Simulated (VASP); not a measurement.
Input of a VASP 6.6.1 run:

INCAR

```
PREC = Accurate
ENCUT = 520
EDIFF = 1E-6
ISMEAR = 0
SIGMA = 0.15
LREAL = False
LASPH = True
NELM = 150
ALGO = Normal
ISIF = 2
LWAVE = False
LCHARG = False
ISPIN = 2
MAGMOM = 0.81
LORBIT = 11
LMAXMIX = 4
GGA = PS
NBANDS = 15
```

KPOINTS

```
Automatic mesh
0
Gamma
  26 26 26
```

The input POSCAR:

```
Ni
1.0
    0.0000000000      1.6199024453      2.1058731788
    1.6199024453      0.0000000000      2.1058731788
    1.6199024453      1.6199024453      0.0000000000
Ni
1
Direct
    0.0000000000      0.0000000000      0.0000000000
```

Potentials or basis: VASP PAW PBE potentials, release 64 (Ni).

The run is started by

```console
$ cat potpaw_PBE.64/Ni/POTCAR > POTCAR
$ mpirun -np 1 vasp_std > vasp.out
```

(1) Predict the site moments.

(2) What does it give for the pressure?

(3) Estimate the net moment.

Answers

(1) Ni +0.54 μB.

(2) -5.5 GPa.

(3) 0.53 μB per cell.

Caveat: the PAW data sets were made with another functional, which shifts forces and pressure a little.
